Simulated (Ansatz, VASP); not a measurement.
# Ge in VASP and in Ansatz

```
Ge
1.0
     0.02829    2.84291    2.84291
     2.84291    0.02829    2.84291
     2.84291    2.84291    0.02829
Ge
2
Direct
  0.50000 0.50000 0.50000
  0.75000 0.75000 0.75000
```

Change from the starting cell: equal xy, yz and zx shear strains of +1 %.

Alike in both runs: task single point; functional PBEsol; k mesh 11 × 11 × 11; occupations fermi-dirac, width 0.05 eV; no spin polarisation.

|  | VASP | Ansatz |
| --- | --- | --- |
| version | VASP 6.6.1 | Ansatz 0.2.0 |
| potentials or method | VASP PAW PBE potentials, release 64 (Ge_d), cutoff 520 eV | all-electron LAPW, scalar-relativistic |

Ansatz gave:

```
pressure (GPa)                                                : 0.7
traceless stress, the component that is largest in VASP (GPa) : -0.81
rms of the force components (eV/Å)                            : 0.082
```

Question: What did VASP give for the same quantities?

Answer: Pressure (GPa): 0.6; traceless stress, the component that is largest in VASP (GPa): -0.81; rms of the force components (eV/Å): 0.082.

VASP's potentials were made for PBE, not for PBEsol. Atom by atom the forces differ by 0.001 eV/Å (rms over components). Ansatz ran all-electron here, and VASP with PAW potentials.
